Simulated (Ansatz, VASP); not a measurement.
## CdI: VASP beside Ansatz

The input INCAR:

```
PREC = Accurate
ENCUT = 600
EDIFF = 1E-6
ISMEAR = 0
SIGMA = 0.1
LREAL = F
LASPH = T
NELM = 80
ALGO = Normal
ISIF = 3
LWAVE = F
LCHARG = F
GGA = PE
IBRION = 2
NSW = 100
EDIFFG = -0.01
```

Contents of KPOINTS:

```
Automatic mesh
0
Gamma
  14 14 14
```

The input POSCAR:

```
CdI
1.0
    3.9717134583      0.0000000000      0.0000000000
    0.0000000000      3.9717134583      0.0000000000
    0.0000000000      0.0000000000      3.9717134583
Cd I
1 1
Direct
    0.0000000000      0.0000000000      0.0000000000
    0.5000000000      0.5000000000      0.5000000000
```

Input for Ansatz:

```yaml
crystal:
  lattice:
    - [3.9717134583, 0.0, 0.0]
    - [0.0, 3.9717134583, 0.0]
    - [0.0, 0.0, 3.9717134583]
  atoms:
    - { symbol: Cd, position: [0.0, 0.0, 0.0] }
    - { symbol: I, position: [0.5, 0.5, 0.5] }
basis:
  ecutwfc: 420
kpoints:
  mp_grid: { grid: [14, 14, 14] }
hamiltonian:
  xc: pbe
scf:
  occupations: { method: gaussian, width: 0.1 }
output:
  forces: true
  stress: true
  eigenvalues: true
  write_density: true
  write_potential: true
  elf: true
  volumetric_format: npy
relax:
  adjacent_minimum: "off"
  f_tol: 0.01
  max_steps: 80
  cell: { stress_tol: 0.05 }
```

Alike in both runs: task relaxation of cell and atoms; functional PBE; k mesh 14 × 14 × 14; occupations gaussian, width 0.1 eV; no spin polarisation.

|  | VASP | Ansatz |
| --- | --- | --- |
| version | VASP 6.6.1 | Ansatz 0.2.0 |
| potentials or method | VASP PAW PBE potentials, release 64 (Cd, I), cutoff 600 eV | scalar-relativistic, plane waves, PAW |
| valence electrons in the cell | 19 | 37 |

|  | VASP | Ansatz | Ansatz less VASP |
| --- | --- | --- | --- |
| gap on the k mesh at the Fermi level, each at its own relaxed structure (eV) | none | none | - |
| relaxed volume (Å³/atom) | 31.33 | 31.33 | 0.000 |
| relaxed length of the cell vector where the two differ most in proportion (Å) | 3.972 | 3.972 | 0.0000 |

A gap of «none» marks a metal or a gap that the smearing closes. VASP's potentials hold 19 valence electrons a cell and Ansatz's 37, so a difference there can come from the potentials and not from the codes.

Neither program's run includes spin-orbit coupling. Noted on VASP's run: the relaxation stopped at its first step, so nothing moved.
